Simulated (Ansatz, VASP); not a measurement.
# Two plane-wave programs on GaP

The input INCAR:

```
SYSTEM = GaP
PREC     = Accurate       ! precision mode
ENCUT    = 520            ! plane-wave cutoff, eV
EDIFF    = 1E-6           ! SCF threshold, eV
ISMEAR   = 0              ! smearing method
SIGMA    = 0.05           ! smearing width, eV
LREAL    = .False.        ! projectors in reciprocal space
LASPH    = .True.         ! aspherical terms in the spheres
NELM     = 60             ! most SCF steps
ALGO     = Normal         ! electronic algorithm
ISIF     = 2              ! what is computed and relaxed
LWAVE    = .False.        ! write WAVECAR
LCHARG   = .True.         ! write CHGCAR
GGA      = PE             ! functional
LELF     = .True.         ! ELF
LVHAR    = .True.       
NBANDS   = 16             ! bands
```

KPOINTS

```
Automatic mesh
0
Gamma
  10 10 10
  0 0 0
```

The input POSCAR:

```
GaP
1.0
    0.0000000000      2.7625868314      2.6520833581
    2.7625868314      0.0000000000      2.6520833581
    2.7625868314      2.7625868314      0.0000000000
Ga P
1 1
Direct
    0.0000000000      0.0000000000      0.0000000000
    0.7500000000      0.7500000000      0.7500000000
```

Input for Ansatz:

```yaml
crystal:
  lattice:
    - [0.0, 2.7625868314, 2.6520833581]
    - [2.7625868314, 0.0, 2.6520833581]
    - [2.7625868314, 2.7625868314, 0.0]
  atoms:
    - { symbol: Ga, position: [0.0, 0.0, 0.0] }
    - { symbol: P, position: [0.75, 0.75, 0.75] }
basis:
  ecutwfc: 420
kpoints:
  mp_grid: { grid: [10, 10, 10] }
hamiltonian:
  xc: pbe
scf:
  occupations: { method: gaussian, width: 0.05 }
output:
  forces: true
  stress: true
  eigenvalues: true
```

Alike in both runs: task single point; functional PBE; k mesh 10 × 10 × 10; occupations gaussian, width 0.05 eV; no spin polarisation.

```csv
,VASP,Ansatz
version,VASP 6.6.1,Ansatz 0.2.0
potentials or method,"VASP PAW PBE potentials, release 64 (Ga_d, P), cutoff 520 eV","scalar-relativistic, plane waves, PAW"
valence electrons in the cell,18,18
```

|  | VASP | Ansatz | Ansatz less VASP |
| --- | --- | --- | --- |
| gap on the k mesh at the Fermi level (eV) | 1.22 | 1.22 | +0.001 |
| least direct gap on the mesh (eV) | 1.67 | 1.67 | +0.002 |
| pressure (GPa) | 2.4 | 2.5 | +0.08 |
| traceless stress, the component that is largest in VASP (GPa) | 1.85 | 1.84 | -0.004 |
